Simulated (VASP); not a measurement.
Here is a VASP 6.6.1 calculation.

INCAR

```
ALGO = Normal ; EDIFF = 1E-7
ENCUT = 520 ; GGA = PE
ISIF = 2 ; ISMEAR = 0
LASPH = True ; LCHARG = False
LREAL = False ; LWAVE = False
NBANDS = 22 ; NELM = 100
PREC = Accurate ; SIGMA = 0.1
```

Contents of KPOINTS:

```
k-points
0
Gamma
  6 6 4
```

POSCAR

```
H5Pt2
1.0
    3.9846989085      0.0000000000      0.0000000000
    0.0000000000      3.9846989085      0.0000000000
    0.0000000000      0.0000000000      4.3197138028
H Pt
5 2
Direct
    0.7521031853      0.7521031853      0.8905481534
    0.2478968147      0.2478968147      0.8905481534
    0.2478968147      0.7521031853      0.8905481534
    0.7521031853      0.2478968147      0.8905481534
    0.5000000000      0.5000000000      0.3029206433
    0.5000000000      0.0000000000      0.1192405965
    0.0000000000      0.5000000000      0.1192405965
```

Potentials or basis: VASP PAW PBE potentials, release 64 (H, Pt).

The run is started by

```bash
$ cat potpaw_PBE.64/H/POTCAR potpaw_PBE.64/Pt/POTCAR > POTCAR
$ mpirun -np 1 vasp_std > vasp.out
```

(1) Estimate the band gap on the k mesh.

(2) Predict the pressure.

(3) Predict the largest force.

Results:

(1) zero (an odd number of electrons rules out a gap without spin polarisation).

(2) -0.1 GPa.

(3) 0.059 eV/Å.

Caveat: the k points lie up to 0.36 Å⁻¹ apart, too coarse for converged energies and pressures of a metal; spin-orbit coupling is left out, which moves the levels of the heavy elements; an odd number of electrons without spin polarisation forces a metal; a magnetic or distorted state may lie lower.
